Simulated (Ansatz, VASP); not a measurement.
One calculation of AlB3P4, two programs

```xyz
8
Lattice="3.3302 0.0000 0.0000 -1.6651 2.8840 0.0000 0.0000 0.0000 11.4119" Properties=species:S:1:pos:R:3 pbc="T T T"
Al    1.6651    0.9613    8.6215
B     1.6651    0.9613    2.8730
B     0.0000    1.9227    0.2300
B     0.0000    1.9227    5.5017
P     1.6651    0.9613    4.8659
P     1.6651    0.9613   11.0027
P     0.0000    1.9227    2.2258
P     0.0000    1.9227    7.4741
```

Alike in both runs: functional PBE; k mesh 6 × 6 × 2; occupations gaussian, width 0.1 eV; no spin polarisation.

Ansatz relaxed the structure, and its values are those at the end. VASP's run is a single point on that final structure, the one shown.

```csv
,VASP,Ansatz
version,VASP 6.6.1,Ansatz 0.2.0
potentials or method,"VASP PAW PBE potentials, release 64 (Al, B, P), cutoff 520 eV","scalar-relativistic, plane waves, PAW"
valence electrons in the cell,32,32
```

|  | VASP | Ansatz | Ansatz less VASP |
| --- | --- | --- | --- |
| gap on the k mesh at the Fermi level (eV) | none | none | - |
| pressure (GPa) | -0.1 | 0.1 | +0.17 |
| rms of the force components (eV/Å) | 0.008 | 0.008 | -0.0005 |

A gap of «none» marks a metal or a gap that the smearing closes.

The k mesh is coarse, so the values compare programs but aren't converged.
